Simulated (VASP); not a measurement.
# C16IO31 (a cell with a defect) in VASP: electric field gradients with PBE

Aim: the electric field gradients of C16IO31 (a cell with a defect) with PBE.

All numbers are computed with VASP 6.6.1; they aren't measurements. Logs are shortened: lines on timing, memory, paths and dates and some standing lists are left out, and cuts for length are marked.

**1. The cell of the first run**

The cell holds a defect, 48 atoms: a = 9.521 Å, b = 9.521 Å, c = 9.521 Å, α = 109.47°, β = 109.47°, γ = 109.47°.

**2. Electric field gradients, PBE**

Contents of INCAR:

```
PREC = Accurate ; ENCUT = 520
EDIFF = 1E-8 ; ISMEAR = -1
SIGMA = 0.01 ; LREAL = Auto
LASPH = True ; NELM = 100
ALGO = Normal ; ISIF = 2
LWAVE = False ; LCHARG = False
GGA = PE ; LEFG = True
NELECT = 256.0 ; NBANDS = 158
KPAR = 4
```

Contents of KPOINTS:

```
regular mesh
0
Gamma
  3 3 3
```

Contents of POSCAR:

```
C16IO31
1.0
   -5.4970732800      5.4970732800      5.4970732800
    5.4970732800     -5.4970732800      5.4970732800
    5.4970732800      5.4970732800     -5.4970732800
C I O
16 1 31
Direct
    0.0000000000      0.0000000000      0.0000000000
    0.5000000000      0.5000000000      0.0000000000
    0.5000000000      0.0000000000      0.5000000000
    0.0000000000      0.5000000000      0.5000000000
    0.2500000000      0.5000000000      0.2500000000
    0.7500000000      0.0000000000      0.2500000000
    0.7500000000      0.5000000000      0.7500000000
    0.2500000000      0.0000000000      0.7500000000
    0.2500000000      0.2500000000      0.5000000000
    0.7500000000      0.7500000000      0.5000000000
    0.7500000000      0.2500000000      0.0000000000
    0.2500000000      0.7500000000      0.0000000000
    0.5000000000      0.2500000000      0.2500000000
    0.0000000000      0.7500000000      0.2500000000
    0.0000000000      0.2500000000      0.7500000000
    0.5000000000      0.7500000000      0.7500000000
    0.1225369800      0.1225369800      0.1225369800
    0.6225369800      0.6225369800      0.1225369800
    0.6225369800      0.1225369800      0.6225369800
    0.1225369800      0.6225369800      0.6225369800
    0.7500000000      0.5000000000      0.6274630200
    0.2500000000      0.0000000000      0.6274630200
    0.2500000000      0.5000000000      0.1274630200
    0.7500000000      0.0000000000      0.1274630200
    0.6274630200      0.7500000000      0.5000000000
    0.1274630200      0.2500000000      0.5000000000
    0.1274630200      0.7500000000      0.0000000000
    0.6274630200      0.2500000000      0.0000000000
    0.5000000000      0.6274630200      0.7500000000
    0.0000000000      0.1274630200      0.7500000000
    0.0000000000      0.6274630200      0.2500000000
    0.5000000000      0.1274630200      0.2500000000
    0.8774630200      0.8774630200      0.8774630200
    0.3774630200      0.3774630200      0.8774630200
    0.3774630200      0.8774630200      0.3774630200
    0.8774630200      0.3774630200      0.3774630200
    0.2500000000      0.5000000000      0.3725369800
    0.7500000000      0.0000000000      0.3725369800
    0.7500000000      0.5000000000      0.8725369800
    0.2500000000      0.0000000000      0.8725369800
    0.3725369800      0.2500000000      0.5000000000
    0.8725369800      0.7500000000      0.5000000000
    0.8725369800      0.2500000000      0.0000000000
    0.3725369800      0.7500000000      0.0000000000
    0.5000000000      0.3725369800      0.2500000000
    0.0000000000      0.8725369800      0.2500000000
    0.0000000000      0.3725369800      0.7500000000
    0.5000000000      0.8725369800      0.7500000000
```

Potentials or basis: VASP PAW PBE potentials, release 64 (C, I, O).

Launch:

```
> cat potpaw_PBE.64/C/POTCAR potpaw_PBE.64/I/POTCAR potpaw_PBE.64/O/POTCAR > POTCAR
> mpirun -np 4 vasp_std > vasp.out
```

OUTCAR:

```text
PREC = Accurate
   ENCUT = 520
   EDIFF = 1E-8
   ISMEAR = -1
   LREAL = Auto
   LASPH = True
   NELM = 100
   ISIF = 2
   GGA = PE
   NELECT = 256.0

 ion  position               nearest neighbor table
   1  0.000  0.000  0.000-  17 1.17  33 1.17
   2  0.500  0.500  0.000-  18 1.17  34 1.17
   3  0.500  0.000  0.500-  19 1.17  35 1.17
   4  0.000  0.500  0.500-  20 1.17  36 1.17
   5  0.250  0.500  0.250-  23 1.17  37 1.17
   6  0.750  0.000  0.250-  24 1.17  38 1.17
[... 9 lines left out ...]
  16  0.500  0.750  0.750-  29 1.17  48 1.17
  17  0.123  0.123  0.123-   1 1.17  33 2.33
[... 19 lines left out ...]
  37  0.250  0.500  0.373-   5 1.17
  38  0.750  0.000  0.373-   6 1.17
  39  0.750  0.500  0.873-   7 1.17
  40  0.250  0.000  0.873-   8 1.17
  41  0.373  0.250  0.500-   9 1.17
  42  0.873  0.750  0.500-  10 1.17
  43  0.873  0.250  0.000-  11 1.17
  44  0.373  0.750  0.000-  12 1.17
  45  0.500  0.373  0.250-  13 1.17
  46  0.000  0.873  0.250-  14 1.17
  47  0.000  0.373  0.750-  15 1.17
  48  0.500  0.873  0.750-  16 1.17

 -----------------------------------------------------------------------------
|                                                                             |
|           W    W    AA    RRRRR   N    N  II  N    N   GGGG   !!!           |
|           W    W   A  A   R    R  NN   N  II  NN   N  G    G  !!!           |
|           W    W  A    A  R    R  N N  N  II  N N  N  G       !!!           |
|           W WW W  AAAAAA  RRRRR   N  N N  II  N  N N  G  GGG   !            |
|           WW  WW  A    A  R   R   N   NN  II  N   NN  G    G                |
|           W    W  A    A  R    R  N    N  II  N    N   GGGG   !!!           |
|                                                                             |
|     The distance between some ions is very small. Please check the          |
|     nearest-neighbor list in the OUTCAR file.                               |
|     I HOPE YOU KNOW WHAT YOU ARE DOING!                                     |
|                                                                             |
 -----------------------------------------------------------------------------

  LATTYP: Found a body centered cubic cell.
 ALAT       =    10.9941465600

  Lattice vectors:

 A1 = (  -5.4970732800,   5.4970732800,   5.4970732800)
 A2 = (   5.4970732800,  -5.4970732800,   5.4970732800)
 A3 = (   5.4970732800,   5.4970732800,  -5.4970732800)

Analysis of symmetry for initial positions (statically):
=====================================================================
 Subroutine PRICEL returns:
 Original cell was already a primitive cell.

 Routine SETGRP: Setting up the symmetry group for a
 body centered cubic supercell.

 Subroutine GETGRP returns: Found  3 space group operations
 (whereof  3 operations were pure point group operations)
 out of a pool of 48 trial point group operations.

The static configuration has the point symmetry C_3 .

Analysis of symmetry for dynamics (positions and initial velocities):
=====================================================================
 Subroutine PRICEL returns:
 Original cell was already a primitive cell.

 Routine SETGRP: Setting up the symmetry group for a
 body centered cubic supercell.

 Subroutine GETGRP returns: Found  3 space group operations
 (whereof  3 operations were pure point group operations)
 out of a pool of 48 trial point group operations.

The dynamic configuration has the point symmetry C_3 .

 Subroutine INISYM returns: Found  3 space group operations
 (whereof  3 operations are pure point group operations),
 and found     1 'primitive' translations

----------------------------------------------------------------------------------------

                                     Primitive cell

  volume of cell :     664.4382

  direct lattice vectors                    reciprocal lattice vectors
    -5.497073280  5.497073280  5.497073280     0.000000000  0.090957492  0.090957492
     5.497073280 -5.497073280  5.497073280     0.090957492  0.000000000  0.090957492
     5.497073280  5.497073280 -5.497073280     0.090957492  0.090957492  0.000000000

[... 167 lines left out ...]
   NELECT =     256.0000    total number of electrons
   NUPDOWN=      -1.0000    fix difference up-down
   EMIN   =  10.00;   EMAX   =-10.00  energy-range for DOS
   EFERMI =   0.00;   METHOD = LEGACY
   ISMEAR =    -1;   SIGMA  =   0.01  broadening in eV -4-tet -1-fermi 0-gaus
   EFERMI_NEDOS =   21; number of points for ismear=-14 and -15
   IALGO  =     38    algorithm
   IMIX   =      4    mixing-type and parameters
     AMIX     =   0.40;   BMIX     =  1.00
     AMIX_MAG =   1.60;   BMIX_MAG =  1.00
  volume/ion in A,a.u.               =      13.84        93.41
  Fermi-wavevector in a.u.,A,eV,Ry     =   1.191251  2.251138 19.307743  1.419079
  Thomas-Fermi vector in A             =   2.327317
   LORBIT       =      0    0 simple, 1 ext, 2 COOP (PROOUT), +10 PAW based schemes
   GGA     = PE    functional components
   LHFCALC =     F    Hartree Fock is set to
   AEXX    =    0.0000 exact exchange contribution
   IVDW    =     0    specifies the selected vdW correction
   LEPSILON=     F    determine dielectric tensor
   LRPA    =     F    only Hartree local field effects (RPA)
 non-spin polarized calculation
  energy-cutoff  :      520.00
  volume of cell :      664.44
 maximum number of plane-waves:     17912
   NGX = 35   NGY = 35   NGZ = 35

 number of electron     256.0000043 magnetization

 Free energy of the ion-electron system (eV)
  ---------------------------------------------------
  ext. energy  EPLUGINS =         0.00000000
  ---------------------------------------------------
  free energy    TOTEN  =      -329.61239562 eV

  energy without entropy =     -329.61239562  energy(sigma->0) =     -329.61239562

 E-fermi :  -2.3446     XC(G=0):  -8.2603

 val. band max:       -2.6202756376   @ k =   0.0000   0.0000   0.0000
 cond. band min:       1.9869307738   @ k =   0.3333   0.0000  -0.3333
 fundamental gap:      4.6072064114
 Fermi energy:        -2.3446158755

 k-point     1 :       0.0000    0.0000    0.0000
  band No.  band energies     occupation
      1     -23.8091      2.00000
      2     -23.7399      2.00000
      3     -23.7399      2.00000
      4     -23.3992      2.00000
      5     -23.3248      2.00000
      6     -23.3248      2.00000
[... 847 lines left out ...]
    139       5.2331      0.00000
    140       5.2493      0.00000
 [bands above 140 left out]

------------------------ aborting loop because EDIFF is reached ----------------------------------------

  FORCE on cell =-STRESS in cart. coord.  units (eV):
  Direction    XX          YY          ZZ          XY          YZ          ZX
  --------------------------------------------------------------------------------------
  -------------------------------------------------------------------------------------
  Total       68.2538522     68.2538522     68.2538522     55.1118561     55.1118561     55.1118561
  in kB      164.5823198    164.5823198    164.5823198    132.8926769    132.8926769    132.8926769
  external PRESSURE =     164.5823198 kB  Pullay stress =       0.0000000 kB

 VOLUME and BASIS-vectors are now :
 -----------------------------------------------------------------------------
  energy-cutoff  :      520.00
  volume of cell :      664.44
      direct lattice vectors                 reciprocal lattice vectors
    -5.497073280  5.497073280  5.497073280     0.000000000  0.090957492  0.090957492
     5.497073280 -5.497073280  5.497073280     0.090957492  0.000000000  0.090957492
     5.497073280  5.497073280 -5.497073280     0.090957492  0.090957492  0.000000000

 POSITION                                       TOTAL-FORCE (eV/Angst)
 -----------------------------------------------------------------------------------
      0.00000      0.00000      0.00000       -79.667687    -79.667687    -79.667687
      0.00000      0.00000      5.49707         0.061249      0.063862      0.199888
      0.00000      5.49707      0.00000         0.063862      0.199888      0.061249
      5.49707      0.00000      0.00000         0.199888      0.061249      0.063862
      2.74854      0.00000      2.74854         0.481807     -0.285280      0.707712
     -2.74854      5.49707      2.74854         0.308877      0.270323     -0.389623
[... 40 lines left out ...]
      6.17067      2.07494     -2.07494         0.300315     -0.308794      0.323628
      6.17067      2.07494      3.42213         0.468089     -0.442323      0.466593
 -----------------------------------------------------------------------------------
    total drift:                                0.000748      0.000747      0.000748

  FREE ENERGIE OF THE ION-ELECTRON SYSTEM (eV)
  ---------------------------------------------------
  free  energy   TOTEN  =      -329.6123956179 eV

  energy  without entropy=     -329.6123956179  energy(sigma->0) =     -329.61239562

 Electric field gradients (V/A^2)
---------------------------------------------------------------------
 ion       V_xx      V_yy      V_zz      V_xy      V_xz      V_yz
---------------------------------------------------------------------
   1       0.000    -0.000     0.000    22.582    22.582    22.582
   2      -0.020    -0.034     0.054   -25.041   -25.200   -25.214
   3      -0.034     0.054    -0.020   -25.214   -25.041   -25.200
   4       0.054    -0.020    -0.034   -25.200   -25.214   -25.041
   5       0.427    -0.506     0.078   -24.879    25.498    24.716
   6      -0.250     0.446    -0.196   -25.038    25.113    25.410
[... 40 lines left out ...]
  47       0.898     0.059    -0.957   -32.249    32.956   -33.662
  48      -0.166     0.589    -0.423   -33.677    34.078   -33.353
---------------------------------------------------------------------

 Electric field gradients after diagonalization (V/A^2)
 (convention: |V_zz| > |V_xx| > |V_yy|)
----------------------------------------------------------------------
 ion       V_xx      V_yy      V_zz     asymmetry (V_yy - V_xx)/ V_zz
----------------------------------------------------------------------
   1     -22.582   -22.582    45.163       0.000
   2      25.290    25.013   -50.303       0.005
   3      25.290    25.013   -50.303       0.005
   4      25.290    25.013   -50.303       0.005
   5      25.777    24.285   -50.062       0.030
   6      25.564    24.811   -50.375       0.015
[... 40 lines left out ...]
  47     -34.308   -31.604    65.912       0.041
  48     -34.382   -33.024    67.406       0.020
----------------------------------------------------------------------

           NMR quadrupolar parameters

 Cq : quadrupolar parameter    Cq=e*Q*V_zz/h
 eta: asymmetry parameters     (V_yy - V_xx)/ V_zz
 Q  : nuclear electric quadrupole moment in mb (millibarn)
----------------------------------------------------------------------
 ion       Cq(MHz)       eta       Q (mb)
----------------------------------------------------------------------
   1       0.109       0.000       1.000
   2      -0.122       0.005       1.000
   3      -0.122       0.005       1.000
   4      -0.122       0.005       1.000
   5      -0.121       0.030       1.000
   6      -0.122       0.015       1.000
[... 40 lines left out ...]
  47       0.159       0.041       1.000
  48       0.163       0.020       1.000
----------------------------------------------------------------------
```

Run time: 10 min. Hardware: 4 MPI ranks of AMD EPYC 7R43 (Zen 3), shared host; peak memory 0.92 GiB.

Results:

```yaml
Free_energy: -329.6124 eV
Largest_force: 138.841 eV/Å
```

Forces in eV/Å, atoms in the order of the input:
```
C   -79.668 -79.668 -79.668
C     0.061   0.064   0.200
C     0.064   0.200   0.061
C     0.200   0.061   0.064
C     0.482  -0.285   0.708
C     0.309   0.270  -0.390
C    -0.006   0.030  -0.031
C    -0.429  -0.408   0.399
C     0.708   0.482  -0.285
C    -0.031  -0.006   0.030
C     0.399  -0.429  -0.408
C    -0.390   0.309   0.270
C    -0.285   0.708   0.482
C    -0.408   0.399  -0.429
C     0.270  -0.390   0.309
C     0.030  -0.031  -0.006
I    80.160  80.160  80.160
O     0.419   0.423   0.400
O     0.423   0.400   0.419
O     0.400   0.419   0.423
O    -0.476  -0.497   0.458
O    -0.234  -0.227   0.232
O    -0.537  -0.403   0.330
O    -0.627  -0.523   0.711
O     0.458  -0.476  -0.497
O     0.330  -0.537  -0.403
O     0.711  -0.627  -0.523
O     0.232  -0.234  -0.227
O    -0.497   0.458  -0.476
O    -0.523   0.711  -0.627
O    -0.227   0.232  -0.234
O    -0.403   0.330  -0.537
O    -1.333  -1.333  -1.333
O    -0.499  -0.499  -0.560
O    -0.499  -0.560  -0.499
O    -0.560  -0.499  -0.499
O     0.530   0.566  -0.619
O     0.324   0.300  -0.309
O     0.467   0.468  -0.442
O     0.699   0.612  -0.621
O    -0.619   0.530   0.566
O    -0.442   0.467   0.468
O    -0.621   0.699   0.612
O    -0.309   0.324   0.300
O     0.566  -0.619   0.530
O     0.612  -0.621   0.699
O     0.300  -0.309   0.324
O     0.468  -0.442   0.467
```

Levels at points of the mesh, in eV from the Fermi level:
| k point | band 125 | band 126 | band 127 | band 128 | band 129 | band 130 | band 131 | band 132 |
| --- | --- | --- | --- | --- | --- | --- | --- | --- |
| (0.00, 0.00, 0.00) | -0.42 | -0.42 | -0.28 | -0.28 | 4.35 | 4.35 | 6.55 | 7.07 |

Electric field gradients, principal values (V/Å²):
```csv
atom,least,middle,greatest (by size)
1 C,-22.582,-22.582,45.163
2 C,25.013,25.290,-50.303
3 C,25.013,25.290,-50.303
4 C,25.013,25.290,-50.303
5 C,24.285,25.777,-50.062
6 C,24.811,25.564,-50.375
7 C,25.033,25.243,-50.276
8 C,24.934,25.414,-50.348
9 C,24.285,25.777,-50.062
10 C,25.033,25.243,-50.276
11 C,24.934,25.414,-50.348
12 C,24.811,25.564,-50.375
13 C,24.285,25.777,-50.062
14 C,24.934,25.414,-50.348
15 C,24.811,25.564,-50.375
16 C,25.033,25.243,-50.276
17 I,759.604,759.604,-1519.208
18 O,-33.007,-34.072,67.079
19 O,-33.007,-34.072,67.079
20 O,-33.007,-34.072,67.079
21 O,-33.038,-34.570,67.608
22 O,-32.178,-33.857,66.034
23 O,-25.801,-38.468,64.269
24 O,-32.221,-36.979,69.200
25 O,-33.038,-34.570,67.608
26 O,-25.801,-38.468,64.269
27 O,-32.221,-36.979,69.200
28 O,-32.178,-33.857,66.034
29 O,-33.038,-34.570,67.608
30 O,-32.221,-36.979,69.200
31 O,-32.178,-33.857,66.034
32 O,-25.801,-38.468,64.269
33 O,-18.220,-18.220,36.441
34 O,-33.226,-34.914,68.140
35 O,-33.226,-34.914,68.140
36 O,-33.226,-34.914,68.140
37 O,-28.777,-37.582,66.359
38 O,-31.604,-34.308,65.912
39 O,-33.024,-34.382,67.406
40 O,-35.113,-37.936,73.049
41 O,-28.777,-37.582,66.359
42 O,-33.024,-34.382,67.406
43 O,-35.113,-37.936,73.049
44 O,-31.604,-34.308,65.912
45 O,-28.777,-37.582,66.359
46 O,-35.113,-37.936,73.049
47 O,-31.604,-34.308,65.912
48 O,-33.024,-34.382,67.406
```

Caveat: the cell carries a net charge on a neutralising background, which shifts energy and pressure; the cell is charged against a uniform background, so pressure and absolute levels hang on convention; without QUAD_EFG the Cq values of the log hold for a quadrupole moment of 1 mb, not for the nuclei; spin-orbit coupling is left out, which moves the levels of the heavy elements.
